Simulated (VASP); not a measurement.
A run of VASP 6.6.1 is set up as follows.

File POSCAR:

```
BiH
1.0
    0.0000000000      2.6796960000      2.6796960000
    2.6796960000      0.0000000000      2.6796960000
    2.6796960000      2.6796960000      0.0000000000
H Bi
1 1
Direct
    0.0000000000      0.0000000000      0.0000000000
    0.5000000000      0.5000000000      0.5000000000
```

File INCAR.step1:

```
PREC = Accurate ; ENCUT = 550
ISMEAR = -4 ; SIGMA = 0.1
LREAL = False ; LASPH = True
NELM = 120 ; NBANDS = 15
GGA = PE ; ALGO = Normal
EDIFF = 1E-5 ; LWAVE = True
LCHARG = False ; GGA_COMPAT = False
```

The input INCAR.step2:

```
PREC = Accurate ; ENCUT = 550
EDIFF = 1E-6 ; ISMEAR = -4
SIGMA = 0.1 ; LREAL = False
LASPH = True ; NELM = 120
ALGO = Normal ; ISIF = 2
LWAVE = False ; LCHARG = False
METAGGA = R2SCAN ; LMIXTAU = True
NBANDS = 15 ; ISTART = 1
GGA_COMPAT = False
```

Contents of KPOINTS:

```
Automatic mesh
0
Gamma
  6 6 6
```

Potentials or basis: VASP PAW PBE potentials, release 64 (H, Bi_d).

The run is started by

```console
$ cat potpaw_PBE.64/H/POTCAR potpaw_PBE.64/Bi_d/POTCAR > POTCAR
$ cp INCAR.step1 INCAR
$ mpirun -np 1 vasp_std > vasp.out
$ cp INCAR.step2 INCAR
$ mpirun -np 1 vasp_std > vasp.out
```

Task: What does it give for the pressure?

Result: -4.2 GPa.

Task: Predict the band gap on the k mesh.

Result: Zero (band 8 reaches 9.44 eV, above the bottom of band 9 at 4.46 eV).

Caveat: the PAW data sets were made with another functional, which shifts forces and pressure a little; spin-orbit coupling is left out, which moves the levels of the heavy elements.
